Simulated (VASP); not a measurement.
Write the native input for VASP 6.6.1 that does the following.

```
Task                   : relaxation of cell and atoms
Functional             : PBEsol
Potentials or basis    : VASP PAW PBE potentials, release 64 (Li_sv, Ru_pv, N)
Cutoff                 : 600 eV
k mesh                 : 8 × 8 × 4
Occupations            : fermi-dirac, width 0.05 eV
Spin                   : no spin polarisation
Target pressure        : 10 GPa
Dipole correction      : no
Further INCAR settings : ALGO = Normal; EDIFF = 1e-06; IBRION = 2; EDIFFG = -0.01; NSW = 50; ISIF = 3
```

The structure of Li2RuN2 lies in POSCAR:

```
Li2RuN2
1.0
    3.1642330000      0.0000000000      0.0000000000
   -1.5821165000      2.7403061615      0.0000000000
    0.0000000000      0.0000000000      5.2114500000
Li Ru N
2 1 2
Direct
    0.6666666667      0.3333333333      0.3601800000
    0.3333333333      0.6666666667      0.6398200000
    0.0000000000      0.0000000000      0.0000000000
    0.6666666667      0.3333333333      0.7869890000
    0.3333333333      0.6666666667      0.2130110000
```

The input as run:

INCAR

```
ALGO     = Normal         # electronic algorithm
EDIFF    = 1E-6           # SCF threshold, eV
EDIFFG   = -0.01          # ionic threshold
ENCUT    = 600            # plane-wave cutoff, eV
GGA      = PS             # functional
IBRION   = 2              # ionic algorithm
ISIF     = 3              # what is computed and relaxed
ISMEAR   = -1             # smearing method
LASPH    = True           # aspherical terms in the spheres
LCHARG   = False          # write CHGCAR
LREAL    = False          # projectors in reciprocal space
LWAVE    = False          # write WAVECAR
NELM     = 60             # most SCF steps
NSW      = 50             # ionic steps
PREC     = Accurate       # precision mode
PSTRESS  = 100.0        
SIGMA    = 0.05           # smearing width, eV
```

KPOINTS

```
k-points
0
Gamma
  8 8 4
```

Potentials or basis: VASP PAW PBE potentials, release 64 (Li_sv, Ru_pv, N).

Run with:

```console
$ cat potpaw_PBE.64/Li_sv/POTCAR potpaw_PBE.64/Ru_pv/POTCAR potpaw_PBE.64/N/POTCAR > POTCAR
$ mpirun -np 1 vasp_std > vasp.out
```

Results of the run:

```json
{
 "Relaxed volume": "8.14 Å³/atom",
 "Relaxed cell": "a = 3.063 Å, b = 3.063 Å, c = 5.011 Å, α = 90.00°, β = 90.00°, γ = 120.00°",
 "Space group after relaxing (to 0.05 Å)": "P-3m1 (No. 164)",
 "Energy change on relaxing (the enthalpy is what falls)": "+3.1 meV/atom",
 "Ionic steps": "10",
 "Pressure after relaxing": "10.0 GPa",
 "Largest force after relaxing": "0.007 eV/Å",
 "Band gap on the k mesh": "zero (band 15 reaches 8.27 eV, above the bottom of band 16 at 7.75 eV)"
}
```

Caveat: the cutoff is under 1.25 times the usual one of these potentials, so pressure, stress and relaxed cells hold a basis-set (Pulay) error; the cell is relaxed towards a set pressure, so the enthalpy falls and the energy may rise; the PAW data sets were made with another functional, which shifts forces and pressure a little.

Run time: 5.4 min on 1 thread of Intel(R) Xeon(R) Platinum 8259CL CPU @ 2.50GHz (Skylake/Cascade Lake), with other jobs on the host, peak memory 0.21 GiB.
